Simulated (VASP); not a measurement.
# Si17O32 (a cell with a defect) in VASP: further runs

Si17O32 (a cell with a defect) is run at these levels: PBEsol; tasks: single point.

Everything below comes from runs of VASP 6.6.1. Logs are shortened: lines on timing, memory, paths and dates and some standing lists are left out, and cuts for length are marked.

## 1. The cell of the first run

The cell holds a defect, 49 atoms: a = 10.090 Å, b = 8.667 Å, c = 8.320 Å, α = 90.00°, β = 88.35°, γ = 90.00°.

## 2. Single point, PBEsol

INCAR reads:

```
SYSTEM = Si17O32
  PREC = Accurate
  ENCUT = 520
  EDIFF = 1E-6
  ISMEAR = 0
  SIGMA = 0.02
  LREAL = Auto
  LASPH = .TRUE.
  NELM = 120
  ALGO = Normal
  ISIF = 2
  LWAVE = .FALSE.
  LCHARG = .FALSE.
  GGA = PS
  NBANDS = 160
  GGA_COMPAT = .FALSE.
  KPAR = 2
  NCORE = 2
```

KPOINTS reads:

```
Automatic mesh
0
G
  2 2 2
  0 0 0
```

POSCAR reads:

```
Si17O32
1.0
  -10.0895850000      0.0000000000      0.0000000000
    0.0000000000     -8.6670390000      0.0000000000
   -0.2390190000      0.0000000000      8.3166190000
Si O
17 32
Direct
    0.4457774545      0.6235716574      0.6790705144
    0.4513280338      0.3163097001      0.8330002769
    0.4520660856      0.3243345527      0.2026918500
    0.4387692996      0.6558937764      0.3228523058
    0.2160507023      0.1538563122      0.7051800454
    0.2414410206      0.8216741542      0.8279995867
    0.2080458752      0.8319901327      0.1984544427
    0.1997243947      0.1622829830      0.3347610487
    0.9920982416      0.6849329427      0.7274000861
    0.9741546233      0.3430226530      0.8396614690
    0.9527074963      0.3328999133      0.2186332405
    0.9537874286      0.6724682610      0.3504833066
    0.7201905724      0.1837109476      0.7182918020
    0.7626422010      0.8517832196      0.8557334083
    0.7008048052      0.8268973469      0.2251833343
    0.6968020464      0.1653956407      0.3433399628
    0.6715807289      0.5835849497      0.6134638640
    0.4350259780      0.2644906913      0.0196176954
    0.4241540495      0.5089297075      0.2038936639
    0.5951785834      0.7117578630      0.3203778853
    0.3801553565      0.6064129190      0.4991284343
    0.6102306190      0.3083770918      0.7865695128
    0.7028814516      0.7411113022      0.7210570740
    0.3931424464      0.4881915462      0.8057461366
    0.5987178097      0.2962033893      0.2729936600
    0.2094890690      0.7772247702      0.0135428370
    0.1742338841      1.0136282833      0.2212828992
    0.3492627364      0.2277390662      0.3156685491
    0.1766018424      0.1157333256      0.5220941158
    0.3925561973      0.7859901420      0.7652158603
    0.3712670418      0.2025538659      0.7152920918
    0.1985517580      0.0002163582      0.8120700981
    0.3562559526      0.8035561714      0.2626514589
    0.9473345367      0.3013867521      0.0271264601
    0.9179076902      0.5102761235      0.2648319292
    0.1014405833      0.7267764153      0.2965407708
    0.9454636724      0.6642049126      0.5444860913
    0.1213719425      0.2890793442      0.7798273795
    0.1496656044      0.7143570001      0.7168269066
    0.9572863437      0.5277866292      0.8246168452
    0.0992853929      0.2977077948      0.2834638051
    0.7079802496      0.7959622273      0.0324809858
    0.6584802408      1.0042542146      0.2575086231
    0.8484282434      0.2147759163      0.3033279185
    0.6822957515      0.1413730422      0.5361613551
    0.9230990736      0.8283458398      0.8285474785
    0.8666624873      0.2584309885      0.7279533703
    0.7173149003      0.0290952831      0.8287992498
    0.8458735017      0.7996935802      0.2974396147
```

Potentials or basis: VASP PAW PBE potentials, release 64 (Si, O).

Started as:

```sh
$ cat potpaw_PBE.64/Si/POTCAR potpaw_PBE.64/O/POTCAR > POTCAR
$ mpirun -np 4 vasp_std > vasp.out
```

OUTCAR:

```text
SYSTEM = Si17O32
   PREC = Accurate
   ENCUT = 520
   EDIFF = 1E-6
   ISMEAR = 0
   LREAL = Auto
   LASPH = .TRUE.
   NELM = 120
   ISIF = 2
   GGA = PS

 ion  position               nearest neighbor table
   1  0.446  0.624  0.679-  24 1.65  21 1.66  30 1.66  17 2.35   6 2.93   2 2.96   4 2.98
   2  0.451  0.316  0.833-  24 1.62  18 1.62  31 1.62  22 1.64   1 2.96   5 2.98  13 3.07   3 3.08

   3  0.452  0.324  0.203-  28 1.61  18 1.62  19 1.62  25 1.63   4 3.04   2 3.08   8 3.08  16 3.09

   4  0.439  0.656  0.323-  33 1.61  19 1.62  21 1.62  20 1.65   1 2.98   7 2.99   3 3.04  15 3.12
[... 51 lines left out ...]
  48  0.717  0.029  0.829-  14 1.62  13 1.62
  49  0.846  0.800  0.297-  15 1.62  12 1.62

  LATTYP: Found a simple monoclinic cell.
 ALAT       =     8.3200529850
 B/A-ratio  =     1.0417047843
 C/A-ratio  =     1.2126827820
 COS(beta)  =    -0.0287280622

  Lattice vectors:

 A1 = (  -0.2390190000,   0.0000000000,   8.3166190000)
 A2 = (   0.0000000000,  -8.6670390000,   0.0000000000)
 A3 = (  10.0895850000,   0.0000000000,   0.0000000000)

Analysis of symmetry for initial positions (statically):
=====================================================================
 Subroutine PRICEL returns:
 Original cell was already a primitive cell.

 Routine SETGRP: Setting up the symmetry group for a
 simple monoclinic supercell.

 Subroutine GETGRP returns: Found  1 space group operations
 (whereof  1 operations were pure point group operations)
 out of a pool of  4 trial point group operations.

The static configuration has the point symmetry C_1 .

Analysis of symmetry for dynamics (positions and initial velocities):
=====================================================================
 Subroutine PRICEL returns:
 Original cell was already a primitive cell.

 Routine SETGRP: Setting up the symmetry group for a
 simple monoclinic supercell.

 Subroutine GETGRP returns: Found  1 space group operations
 (whereof  1 operations were pure point group operations)
 out of a pool of  4 trial point group operations.

The dynamic configuration has the point symmetry C_1 .

 Subroutine INISYM returns: Found  1 space group operations
 (whereof  1 operations are pure point group operations),
 and found     1 'primitive' translations

----------------------------------------------------------------------------------------

                                     Primitive cell

[... 173 lines left out ...]
   ISIF   =      2    stress and relaxation
   ISYM   =      2    0-nonsym 1-usesym 2-fastsym
   POTIM  = 0.5000    time-step for ionic-motion
   TEBEG  =    0.0;   TEEND  =   0.0 temperature during run
   PSTRESS=    0.0 pullay stress
   NELECT =     260.0000    total number of electrons
   NUPDOWN=      -1.0000    fix difference up-down
   EMIN   =  10.00;   EMAX   =-10.00  energy-range for DOS
   EFERMI =   0.00;   METHOD = LEGACY
   ISMEAR =     0;   SIGMA  =   0.02  broadening in eV -4-tet -1-fermi 0-gaus
   EFERMI_NEDOS =   21; number of points for ismear=-14 and -15
   IALGO  =     38    algorithm
   IMIX   =      4    mixing-type and parameters
     AMIX     =   0.40;   BMIX     =  1.00
     AMIX_MAG =   1.60;   BMIX_MAG =  1.00
  volume/ion in A,a.u.               =      14.84       100.16
  Fermi-wavevector in a.u.,A,eV,Ry     =   1.161901  2.195674 18.368044  1.350013
  Thomas-Fermi vector in A             =   2.298468
   LORBIT       =      0    0 simple, 1 ext, 2 COOP (PROOUT), +10 PAW based schemes
   GGA     = PS    functional components
   LHFCALC =     F    Hartree Fock is set to
   AEXX    =    0.0000 exact exchange contribution
   IVDW    =     0    specifies the selected vdW correction
   LEPSILON=     F    determine dielectric tensor
   LRPA    =     F    only Hartree local field effects (RPA)
 non-spin polarized calculation
 Gauss-broadening in eV      SIGMA  =   0.02
  energy-cutoff  :      520.00
  volume of cell :      727.26
 maximum number of plane-waves:     19628
 NGX is ok and might be reduce to    80
   NGX = 37   NGY = 33   NGZ = 31

 number of electron     259.9999997 magnetization

 Free energy of the ion-electron system (eV)
  ---------------------------------------------------
  ext. energy  EPLUGINS =         0.00000000
  ---------------------------------------------------
  free energy    TOTEN  =      -396.59223432 eV

  energy without entropy =     -396.59223432  energy(sigma->0) =     -396.59223432

 E-fermi :   2.8351     XC(G=0):  -8.4621

 val. band max:        2.7460817805   @ k =   0.0000   0.5000   0.0000
 cond. band min:       4.7168694510   @ k =   0.0000   0.0000   0.5000
 fundamental gap:      1.9707876705
 Fermi energy:         2.8350520910

 k-point     1 :       0.0000    0.0000    0.0000
  band No.  band energies     occupation
      1     -19.3871      2.00000
      2     -18.9997      2.00000
      3     -18.9878      2.00000
      4     -18.9591      2.00000
      5     -18.8419      2.00000
      6     -18.5189      2.00000
[... 1149 lines left out ...]
    141       8.3706      0.00000
    142       8.5486      0.00000
 [bands above 142 left out]

------------------------ aborting loop because EDIFF is reached ----------------------------------------

  FORCE on cell =-STRESS in cart. coord.  units (eV):
  Direction    XX          YY          ZZ          XY          YZ          ZX
  --------------------------------------------------------------------------------------
  -------------------------------------------------------------------------------------
  Total        9.0398766      3.8736454      1.5651946      3.4761886      2.1755531     -2.6380288
  in kB       19.9150878      8.5337435      3.4481652      7.6581355      4.7928012     -5.8116473
  external PRESSURE =      10.6323322 kB  Pullay stress =       0.0000000 kB

 VOLUME and BASIS-vectors are now :
 -----------------------------------------------------------------------------
  energy-cutoff  :      520.00
  volume of cell :      727.26
      direct lattice vectors                 reciprocal lattice vectors
   -10.089585000  0.000000000  0.000000000    -0.099112104  0.000000000 -0.002848474
     0.000000000 -8.667039000  0.000000000     0.000000000 -0.115379658  0.000000000
    -0.239019000  0.000000000  8.316619000     0.000000000  0.000000000  0.120241170

 POSITION                                       TOTAL-FORCE (eV/Angst)
 -----------------------------------------------------------------------------------
     -4.66002     -5.40452      5.64757        -0.055996     -0.009976      0.001181
     -4.75282     -2.74147      6.92775        -0.013196      0.013886      0.009486
     -4.60961     -2.81102      1.68571        -0.000638      0.000466     -0.013438
     -4.50417     -5.68466      2.68504        -0.027241     -0.015617     -0.016381
     -2.34841     -1.33348      5.86471         0.016224     -0.006464     -0.002684
     -2.63395     -7.12148      6.88616        -0.019389     -0.004574      0.015788
[... 41 lines left out ...]
     -7.43551     -0.25217      6.89281         0.002074     -0.004835      0.006728
     -8.60561     -6.93098      2.47369        -0.010667     -0.009937     -0.002416
 -----------------------------------------------------------------------------------
    total drift:                               -0.044019      0.021462      0.010733

  FREE ENERGIE OF THE ION-ELECTRON SYSTEM (eV)
  ---------------------------------------------------
  free  energy   TOTEN  =      -396.5922343236 eV

  energy  without entropy=     -396.5922343236  energy(sigma->0) =     -396.59223432
```

It took 8.4 min on 4 MPI ranks of Oxide Virtual Turin-like, shared host; peak memory 0.59 GiB.

Results:

```yaml
Free_energy: -396.5922 eV
Pressure: 1.1 GPa
Largest_force: 0.066 eV/Å
Band_gap_on_the_k_mesh: 1.97 eV
```

Forces on the atoms (eV/Å):
```
Si  -0.056 -0.010  0.001
Si  -0.013  0.014  0.009
Si  -0.001  0.000 -0.013
Si  -0.027 -0.016 -0.016
Si   0.016 -0.006 -0.003
Si  -0.019 -0.005  0.016
Si   0.009  0.013 -0.007
Si   0.000  0.000  0.009
Si   0.020 -0.002  0.008
Si  -0.009  0.004  0.000
Si   0.007  0.013 -0.012
Si  -0.009  0.007  0.012
Si   0.009 -0.002  0.001
Si   0.049 -0.026  0.035
Si   0.021  0.005  0.004
Si   0.004  0.010  0.009
Si   0.023  0.027 -0.026
O    0.002  0.004  0.005
O   -0.001  0.010 -0.020
O   -0.001  0.015  0.012
O    0.035  0.018  0.024
O   -0.011 -0.007  0.002
O    0.016  0.030 -0.046
O    0.027 -0.019  0.014
O   -0.011 -0.014  0.002
O   -0.003  0.007 -0.001
O    0.009 -0.006 -0.014
O   -0.004  0.008  0.012
O    0.009  0.007  0.002
O   -0.030 -0.019  0.003
O   -0.014  0.013 -0.017
O    0.009  0.002  0.010
O   -0.006 -0.028  0.004
O    0.000 -0.010  0.013
O    0.014 -0.002  0.011
O    0.005 -0.004  0.007
O    0.004  0.000 -0.008
O   -0.006 -0.002 -0.003
O   -0.022  0.021 -0.021
O    0.008  0.002 -0.008
O   -0.005 -0.016 -0.003
O    0.000  0.008 -0.002
O    0.010 -0.009 -0.007
O   -0.002  0.000  0.006
O   -0.001  0.000 -0.012
O   -0.045 -0.019  0.006
O   -0.002 -0.003  0.000
O    0.002 -0.005  0.007
O   -0.011 -0.010 -0.002
```

Stress tensor (GPa, compression positive):
```
 1.99  0.77 -0.58
 0.77  0.85  0.48
-0.58  0.48  0.34
```

Caveat: the PAW data sets were made with another functional, which shifts forces and pressure a little.

(Continued in part 2 of 2.)
